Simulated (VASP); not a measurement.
Set up this calculation in VASP 6.6.1, as the native input.

| Item | Value |
| --- | --- |
| Task | relaxation of the atoms |
| Functional | PBEsol |
| Potentials or basis | VASP PAW PBE potentials, release 64 (Si) |
| Cutoff | 520 eV |
| k mesh | 7 × 5 × 1 |
| Occupations | fermi-dirac, width 0.02 eV |
| Spin | no spin polarisation |
| Dipole correction | yes |
| Further INCAR settings | ALGO = Normal; EDIFF = 1e-07; IBRION = 2; EDIFFG = -0.01; NSW = 60 |

The structure of Si lies in POSCAR:

```
Si
1.0
    3.8424174388      0.0000000000      0.0000000000
    0.0000000000      5.4339988542      0.0000000000
    0.0000000000      0.0000000000     19.8424000000
Si
6
Direct
    0.7500000000      0.1250000000      0.4031765956
    0.2500000000      0.8750000000      0.4031765956
    0.2500000000      0.6250000000      0.5000000000
    0.7500000000      0.3750000000      0.5000000000
    0.7500000000      0.1250000000      0.5968234044
    0.2500000000      0.8750000000      0.5968234044
```

The input as run:

INCAR

```
SYSTEM = Si
ALGO     = Normal         ! electronic algorithm
DIPOL    = 0.5 0.5 0.500
EDIFF    = 1E-7           ! SCF threshold, eV
EDIFFG   = -0.01          ! ionic threshold
ENCUT    = 520            ! plane-wave cutoff, eV
GGA      = PS             ! functional
IBRION   = 2              ! ionic algorithm
IDIPOL   = 3            
ISIF     = 2              ! what is computed and relaxed
ISMEAR   = -1             ! smearing method
LASPH    = .TRUE.         ! aspherical terms in the spheres
LCHARG   = .FALSE.        ! write CHGCAR
LDIPOL   = .TRUE.       
LREAL    = .FALSE.        ! projectors in reciprocal space
LWAVE    = .FALSE.        ! write WAVECAR
NELM     = 80             ! most SCF steps
NSW      = 60             ! ionic steps
PREC     = Accurate       ! precision mode
SIGMA    = 0.02           ! smearing width, eV
```

KPOINTS

```
k-points
0
G
  7 5 1
  0 0 0
```

Potentials or basis: VASP PAW PBE potentials, release 64 (Si).

Command:

```bash
$ cat potpaw_PBE.64/Si/POTCAR > POTCAR
$ mpirun -np 1 vasp_std > vasp.out
```

Results of the run:

The energy gained by relaxing is 13.2 meV/atom, the ionic steps are 10 and the largest force after relaxing is 0.004 eV/Å. The band gap on the k mesh is zero (bands 12 and 13 overlap by 0.28 eV).

Caveat: the PAW data sets were made with another functional, which shifts forces and pressure a little.

It took 14 min on 1 thread of Intel(R) Xeon(R) Platinum 8375C CPU @ 2.90GHz (Ice Lake), on a shared host, peak memory 0.46 GiB.
